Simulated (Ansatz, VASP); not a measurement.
# Two plane-wave programs on Gd

File INCAR:

```
PREC = Accurate
ENCUT = 520
EDIFF = 1E-6
ISMEAR = -1
SIGMA = 0.08
LREAL = False
LASPH = True
NELM = 150
ALGO = Normal
ISIF = 2
LWAVE = False
LCHARG = False
ISPIN = 2
MAGMOM = 7
LORBIT = 11
LMAXMIX = 6
GGA = PE
NBANDS = 19
```

KPOINTS

```
regular mesh
0
Gamma
  15 15 15
```

POSCAR

```
Gd
1.0
   -1.5543009063      1.5543009063      1.5543009063
    1.5543009063     -1.5543009063      1.5543009063
    1.5543009063      1.5543009063     -1.5543009063
Gd
1
Direct
    0.0000000000      0.0000000000      0.0000000000
```

Input for Ansatz:

```yaml
crystal:
  lattice:
    - [-1.5543009063, 1.5543009063, 1.5543009063]
    - [1.5543009063, -1.5543009063, 1.5543009063]
    - [1.5543009063, 1.5543009063, -1.5543009063]
  atoms:
    - { symbol: Gd, position: [0.0, 0.0, 0.0], spin: 7.0 }
magnetization:
  spin_polarized: true
kpoints:
  mp_grid: { grid: [15, 15, 15] }
  band_path:
    path:
      - [0.0, 0.0, 0.0]
      - [0.5, -0.5, 0.5]
      - [0.0, 0.0, 0.5]
      - [0.0, 0.0, 0.0]
      - [0.25, 0.25, 0.25]
      - [0.5, -0.5, 0.5]
      - [0.25, 0.25, 0.25]
      - [0.0, 0.0, 0.5]
    npoints: 8
scf:
  occupations: { method: fermi_dirac, width: 0.08 }
hamiltonian:
  xc: pbe
  pseudopotentials: { kind: paw }
output:
  forces: true
  stress: true
  eigenvalues: true
  populations: true
  dos: { projected: true, de: 0.2, e_range: [-14, 8] }
  write_density: true
  write_potential: true
  elf: true
  volumetric_format: npy
```

Change from the starting cell: volume scaled by 0.45, PAW files.

Alike in both runs: task single point; functional PBE; k mesh 15 × 15 × 15; occupations fermi-dirac, width 0.08 eV; collinear spin.

```csv
,VASP,Ansatz
version,VASP 6.6.1,Ansatz 0.2.0
potentials or method,"VASP PAW PBE potentials, release 64 (Gd)","PAW with Ansatz's default frozen-core files, scalar-relativistic"
plane-wave cutoff (eV),520,420
valence electrons in the cell,18,18
```

```csv
,VASP,Ansatz,Ansatz less VASP
pressure (GPa),91.4,89.7,-1.70
net moment per atom (μB),6.85,6.84,-0.008
size of the moment on the site where the two differ most (μB),6.61,6.71,+0.096
```

Site moments also hang on the region over which each program counts them. Both programs put the cell under a high pressure, so it lies far from rest at this level.

Spin-orbit coupling is off throughout. Noted on VASP's run: the cell as given lies far from equilibrium.
